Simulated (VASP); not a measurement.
A run of VASP 6.6.1 is set up as follows.

INCAR

```
SYSTEM = GaSb
PREC = Accurate
ENCUT = 520
EDIFF = 1E-6
ISMEAR = -1
SIGMA = 0.1
LREAL = .False.
LASPH = .True.
NELM = 100
ALGO = Normal
ISIF = 2
LWAVE = .False.
LCHARG = .True.
GGA = PE
LELF = .True.
LVHAR = .True.
NBANDS = 16
```

The input KPOINTS:

```
Automatic mesh
0
Gamma
  13 13 13
  0 0 0
```

POSCAR

```
GaSb
1.0
    3.2375463701      0.0000000000      0.0000000000
    0.0000000000      3.2375463701      0.0000000000
    0.0000000000      0.0000000000      3.2375463701
Ga Sb
1 1
Direct
    0.0000000000      0.0000000000      0.0000000000
    0.5000000000      0.5000000000      0.5000000000
```

Potentials or basis: VASP PAW PBE potentials, release 64 (Ga_d, Sb).

Command:

```bash
$ cat potpaw_PBE.64/Ga_d/POTCAR potpaw_PBE.64/Sb/POTCAR > POTCAR
$ mpirun -np 1 vasp_std > vasp.out
```

(1) Estimate the band gap on the k mesh.

(2) Predict the pressure.

## Answers

(1) zero (band 9 reaches 13.63 eV, above the bottom of band 10 at 8.26 eV).

(2) 36.4 GPa.

Caveat: spin-orbit coupling is left out, which moves the levels of the heavy elements.
